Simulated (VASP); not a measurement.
# Ru5C in VASP: further runs

Runs on Ru5C. Level: LDA. Tasks: single point.

Everything below comes from runs of VASP 6.6.1. Logs are shortened: lines on timing, memory, paths and dates and some standing lists are left out, and cuts for length are marked.

## Step 1: The cell of the first run

The cell holds a slab with vacuum, 6 atoms: a = 2.674 Å, b = 2.674 Å, c = 23.900 Å, α = 90.00°, β = 90.00°, γ = 120.00°.

## Step 2: Single point, LDA

Input file INCAR:

```
SYSTEM = Ru5C
  PREC = Accurate
  ENCUT = 520
  EDIFF = 1E-7
  ISMEAR = 0
  SIGMA = 0.1
  LREAL = .False.
  LASPH = .True.
  NELM = 80
  ALGO = Normal
  ISIF = 2
  LWAVE = .False.
  LCHARG = .False.
  LDIPOL = .True.
  IDIPOL = 3
  DIPOL = 0.5 0.5 0.382
  NBANDS = 46
```

Input file KPOINTS:

```
Automatic mesh
0
Gamma
  12 12 1
  0 0 0
```

Input file POSCAR:

```
Ru5C
1.0
    2.6740588505      0.0000000000      0.0000000000
   -1.3370294252      2.3158028957      0.0000000000
    0.0000000000      0.0000000000     23.8999247755
Ru C
5 1
Direct
    0.6666666667      0.3333333333      0.1673645435
    0.3333333333      0.6666666667      0.2557907839
    0.6666666667      0.3333333333      0.3443582822
    0.3333333333      0.6666666667      0.4334512798
    0.6666666667      0.3333333333      0.5188269374
    0.6666666667      0.8333333333      0.5734925273
```

Potentials or basis: VASP PAW LDA potentials, release 64 (Ru_pv, C).

Command:

```console
> cat potpaw_LDA.64/Ru_pv/POTCAR potpaw_LDA.64/C/POTCAR > POTCAR
> mpirun -np 1 vasp_std > vasp.out
```

OUTCAR:

```text
SYSTEM = Ru5C
   PREC = Accurate
   ENCUT = 520
   EDIFF = 1E-7
   ISMEAR = 0
   LREAL = .False.
   LASPH = .True.
   NELM = 80
   ISIF = 2

 ion  position               nearest neighbor table
   1  0.667  0.333  0.167-   2 2.62   2 2.62   2 2.62
   2  0.333  0.667  0.256-   1 2.62   1 2.62   1 2.62   3 2.62   3 2.62   3 2.62
   3  0.667  0.333  0.344-   2 2.62   2 2.62   2 2.62   4 2.63   4 2.63   4 2.63
   4  0.333  0.667  0.433-   5 2.56   5 2.56   5 2.56   3 2.63   3 2.63   3 2.63
   5  0.667  0.333  0.519-   6 1.87   6 1.87   4 2.56   4 2.56   4 2.56   6 2.66   6 2.66
   6  0.667  0.833  0.573-   5 1.87   5 1.87   5 2.66   5 2.66

  LATTYP: Found a hexagonal cell.
 ALAT       =     2.6740588505
 C/A-ratio  =     8.9376958817

  Lattice vectors:

 A1 = (   2.6740588505,   0.0000000000,   0.0000000000)
 A2 = (  -1.3370294252,   2.3158028957,   0.0000000000)
 A3 = (   0.0000000000,   0.0000000000,  23.8999247755)

Analysis of symmetry for initial positions (statically):
=====================================================================
 Subroutine PRICEL returns:
 Original cell was already a primitive cell.

 Routine SETGRP: Setting up the symmetry group for a
 hexagonal supercell.

 Subroutine GETGRP returns: Found  2 space group operations
 (whereof  2 operations were pure point group operations)
 out of a pool of 24 trial point group operations.

The static configuration has the point symmetry C_1h.

Analysis of symmetry for dynamics (positions and initial velocities):
=====================================================================
 Subroutine PRICEL returns:
 Original cell was already a primitive cell.

 Routine SETGRP: Setting up the symmetry group for a
 hexagonal supercell.

 Subroutine GETGRP returns: Found  2 space group operations
 (whereof  2 operations were pure point group operations)
 out of a pool of 24 trial point group operations.

The dynamic configuration has the point symmetry C_1h.

 Subroutine INISYM returns: Found  2 space group operations
 (whereof  2 operations are pure point group operations),
 and found     1 'primitive' translations

----------------------------------------------------------------------------------------

                                     Primitive cell

  volume of cell :     148.0025

  direct lattice vectors                    reciprocal lattice vectors
     2.674058850  0.000000000  0.000000000     0.373963348  0.215907840  0.000000000
    -1.337029425  2.315802896  0.000000000     0.000000000  0.431815679  0.000000000
     0.000000000  0.000000000 23.899924776     0.000000000  0.000000000  0.041841136

  length of vectors
     2.674058850  2.674058850 23.899924776     0.431815679  0.431815679  0.041841136

  position of ions in fractional coordinates (direct lattice)
     0.666666667  0.333333333  0.167364543
     0.333333333  0.666666667  0.255790784
     0.666666667  0.333333333  0.344358282
     0.333333333  0.666666667  0.433451280
     0.666666667  0.333333333  0.518826937
     0.666666667  0.833333333  0.573492527

  ion indices of the primitive-cell ions
   primitive index   ion index
                 1           1
                 2           2
                 3           3
                 4           4
                 5           5
                 6           6

----------------------------------------------------------------------------------------

 KPOINTS: Automatic mesh

Automatic generation of k-mesh.
 Grid dimensions read from file:
 generate k-points for:   12   12    1

 Generating k-lattice:

  Cartesian coordinates                     Fractional coordinates (reciprocal lattice)
     0.031163612  0.017992320  0.000000000     0.083333333  0.000000000  0.000000000
     0.000000000  0.035984640  0.000000000     0.000000000  0.083333333  0.000000000
     0.000000000  0.000000000  0.041841136     0.000000000  0.000000000  1.000000000

  Length of vectors
     0.035984640  0.035984640  0.041841136

  Shift w.r.t. Gamma in fractional coordinates (k-lattice)
     0.000000000  0.000000000  0.000000000

 Subroutine IBZKPT returns following result:
 ===========================================

 Found     43 irreducible k-points:

 Following reciprocal coordinates:
            Coordinates               Weight
  0.000000  0.000000  0.000000      1.000000
  0.083333  0.000000  0.000000      2.000000
  0.000000  0.083333  0.000000      4.000000
  0.166667  0.000000  0.000000      2.000000
  0.000000  0.166667  0.000000      4.000000
  0.250000  0.000000  0.000000      2.000000
[... 16 lines left out ...]
 -0.083333  0.416667  0.000000      4.000000
 -0.416667  0.333333  0.000000      4.000000
 [... further k-points ...]
   k-points           NKPTS =     43   k-points in BZ     NKDIM =     43   number of bands    NBANDS=     46
   number of dos      NEDOS =    301   number of ions     NIONS =      6
   total plane-waves  NPLWV =  72000
   dimension x,y,z NGX =    20 NGY =   20 NGZ =  180
   dimension x,y,z NGXF=    40 NGYF=   40 NGZF=  360
   ions per type =               5   1
   NGX,Y,Z   is equivalent  to a cutoff of  12.43, 12.43, 12.52 a.u.
   NGXF,Y,Z  is equivalent  to a cutoff of  24.87, 24.87, 25.04 a.u.
 SYSTEM =  Ru5C
   PREC   = accura    normal or accurate (medium, high low for compatibility)
   ISTART =      0    job   : 0-new  1-cont  2-samecut
   ICHARG =      2    charge: 1-file 2-atom 10-const
   ISPIN  =      1    spin polarized calculation?
   LNONCOLLINEAR =      F non collinear calculations
   LSORBIT =      F    spin-orbit coupling
   LASPH  =      T    aspherical Exc in radial PAW
   ENCUT  =  520.0 eV  38.22 Ry    6.18 a.u.   4.97  4.97 44.44*2*pi/ulx,y,z
   NELM   =     80;   NELMIN=  2; NELMDL= -5     # of ELM steps
   EDIFF  = 0.1E-06   stopping-criterion for ELM
   LREAL  =      F    real-space projection
   EDIFFG = 0.1E-05   stopping-criterion for IOM
   NSW    =      0    number of steps for IOM
   IBRION =     -1    ionic relax: 0-MD 1-quasi-New 2-CG
   NFREE  =      0    steps in history (QN), initial steepest desc. (CG)
   ISIF   =      2    stress and relaxation
   ISYM   =      2    0-nonsym 1-usesym 2-fastsym
   POTIM  = 0.5000    time-step for ionic-motion
   TEBEG  =    0.0;   TEEND  =   0.0 temperature during run
   PSTRESS=    0.0 pullay stress
   NELECT =      74.0000    total number of electrons
   NUPDOWN=      -1.0000    fix difference up-down
   EMIN   =  10.00;   EMAX   =-10.00  energy-range for DOS
   EFERMI =   0.00;   METHOD = LEGACY
   ISMEAR =     0;   SIGMA  =   0.10  broadening in eV -4-tet -1-fermi 0-gaus
   EFERMI_NEDOS =   21; number of points for ismear=-14 and -15
   IALGO  =     38    algorithm
   IMIX   =      4    mixing-type and parameters
     AMIX     =   0.40;   BMIX     =  1.00
     AMIX_MAG =   1.60;   BMIX_MAG =  1.00
  volume/ion in A,a.u.               =      24.67       166.46
  Fermi-wavevector in a.u.,A,eV,Ry     =   1.299359  2.455432 22.971164  1.688333
  Thomas-Fermi vector in A             =   2.430628
   LORBIT       =      0    0 simple, 1 ext, 2 COOP (PROOUT), +10 PAW based schemes
   GGA     = CA    functional components
   LHFCALC =     F    Hartree Fock is set to
   AEXX    =    0.0000 exact exchange contribution
   IVDW    =     0    specifies the selected vdW correction
   LEPSILON=     F    determine dielectric tensor
   LRPA    =     F    only Hartree local field effects (RPA)
 non-spin polarized calculation
 Gauss-broadening in eV      SIGMA  =   0.10
  energy-cutoff  :      520.00
  volume of cell :      148.00
 maximum number of plane-waves:      4053
   NGX =  9   NGY =  9   NGZ = 89

 dipolmoment           0.000000      0.000000     -0.013942 electrons x Angstroem

 number of electron      73.9999991 magnetization

 dipolmoment           0.000000      0.000000      0.025134 electrons x Angstroem

 Free energy of the ion-electron system (eV)
  ---------------------------------------------------
  ext. energy  EPLUGINS =         0.00000000
  ---------------------------------------------------
  free energy    TOTEN  =       -58.33256825 eV

  energy without entropy =      -58.30720285  energy(sigma->0) =      -58.31988555

 E-fermi :   3.3340     XC(G=0):  -7.8013

 val. band max:        3.3314431638   @ k =  -0.1667   0.3333   0.0000
 cond. band min:       3.3452221094   @ k =   0.5000   0.4167   0.0000
 fundamental gap:      0.0137789456
 Fermi energy:         3.3340095121

 k-point     1 :       0.0000    0.0000    0.0000
  band No.  band energies     occupation
      1     -40.5479      2.00000
      2     -40.1486      2.00000
      3     -39.9921      2.00000
      4     -39.7177      2.00000
      5     -39.6250      2.00000
      6     -39.2974      2.00000
[... 38 lines left out ...]
     45       4.4606      0.00000
     46       4.5395      0.00000

 k-point     2 :       0.0833    0.0000    0.0000
  band No.  band energies     occupation
      1     -40.5302      2.00000
      2     -40.1334      2.00000
      3     -40.0065      2.00000
      4     -39.7510      2.00000
      5     -39.6612      2.00000
      6     -39.3659      2.00000
[... 38 lines left out ...]
     45       4.6018      0.00000
     46       5.0686      0.00000

 k-point     3 :       0.0000    0.0833    0.0000
  band No.  band energies     occupation
      1     -40.5293      2.00000
      2     -40.1353      2.00000
      3     -40.0510      2.00000
      4     -39.7233      2.00000
      5     -39.6462      2.00000
      6     -39.3709      2.00000
[... 38 lines left out ...]
     45       4.6067      0.00000
     46       4.9709      0.00000

 k-point     4 :       0.1667    0.0000    0.0000
  band No.  band energies     occupation
      1     -40.4832      2.00000
      2     -40.0951      2.00000
      3     -40.0458      2.00000
      4     -39.8937      2.00000
      5     -39.7211      2.00000
      6     -39.5088      2.00000
[... 920 lines left out ...]
     45       5.8590      0.00000
     46       6.9886      0.00000

 k-point    23 :      -0.0833    0.4167    0.0000
  band No.  band energies     occupation
      1     -40.7931      2.00000
      2     -40.3448      2.00000
      3     -40.1062      2.00000
      4     -40.0263      2.00000
      5     -39.9263      2.00000
      6     -39.8262      2.00000
[... 38 lines left out ...]
     45       5.8547      0.00000
     46       6.3326      0.00000

 k-point    24 :      -0.4167    0.3333    0.0000
  band No.  band energies     occupation
      1     -40.7365      2.00000
      2     -40.3495      2.00000
      3     -40.1048      2.00000
      4     -40.0265      2.00000
      5     -39.9438      2.00000
      6     -39.8579      2.00000
[... 38 lines left out ...]
     45       5.8947      0.00000
     46       6.3206      0.00000

 [... further k-points ...]

------------------------ aborting loop because EDIFF is reached ----------------------------------------

 vacuum level on the upper side and lower side of the slab       (xc-potential included)         0.242        -0.493

  FORCE on cell =-STRESS in cart. coord.  units (eV):
  Direction    XX          YY          ZZ          XY          YZ          ZX
  --------------------------------------------------------------------------------------
  -------------------------------------------------------------------------------------
  Total        2.1449005      4.4109339      3.0322527     -1.9624425      0.3299633      0.5715131
  in kB       23.2192749     47.7498539     32.8251628    -21.2441046      3.5719648      6.1868233
  external PRESSURE =      34.5980972 kB  Pullay stress =       0.0000000 kB

 VOLUME and BASIS-vectors are now :
 -----------------------------------------------------------------------------
  energy-cutoff  :      520.00
  volume of cell :      148.00
      direct lattice vectors                 reciprocal lattice vectors
     2.674058850  0.000000000  0.000000000     0.373963348  0.215907840  0.000000000
    -1.337029425  2.315802896  0.000000000     0.000000000  0.431815679  0.000000000
     0.000000000  0.000000000 23.899924776     0.000000000  0.000000000  0.041841136

 POSITION                                       TOTAL-FORCE (eV/Angst)
 -----------------------------------------------------------------------------------
      1.33703      0.77193      4.00000         0.007560      0.004365      0.729681
     -0.00000      1.54387      6.11338        -0.016349     -0.009439     -0.459280
      1.33703      0.77193      8.23014        -0.006830     -0.003944     -0.252583
     -0.00000      1.54387     10.35945        -0.432373     -0.249631     -2.492664
      1.33703      0.77193     12.39992         0.737679      0.425899      2.321497
      0.66851      1.92984     13.70643        -0.289687     -0.167251      0.153348
 -----------------------------------------------------------------------------------
    total drift:                               -0.000011     -0.000006      0.000093

  FREE ENERGIE OF THE ION-ELECTRON SYSTEM (eV)
  ---------------------------------------------------
  free  energy   TOTEN  =       -58.3325682479 eV

  energy  without entropy=      -58.3072028487  energy(sigma->0) =      -58.31988555

 vacuum level on the upper side and lower side of the slab         9.459         8.703
```

Wall time 6.2 min (1 thread of Intel Xeon 6975P-C (Granite Rapids), shared host); peak memory 0.36 GiB.

Results:

- Free energy: -58.3326 eV
- Largest force: 2.542 eV/Å
- Band gap on the k mesh: zero (bands 37 and 38 overlap by 2.56 eV)

Forces on the atoms (eV/Å):
```
Ru   0.008  0.004  0.730
Ru  -0.016 -0.009 -0.459
Ru  -0.007 -0.004 -0.253
Ru  -0.432 -0.250 -2.493
Ru   0.738  0.426  2.321
C   -0.290 -0.167  0.153
```

(Continued in part 2 of 2.)

The gap in the log of VASP goes by the Fermi energy; the results here count the filled bands.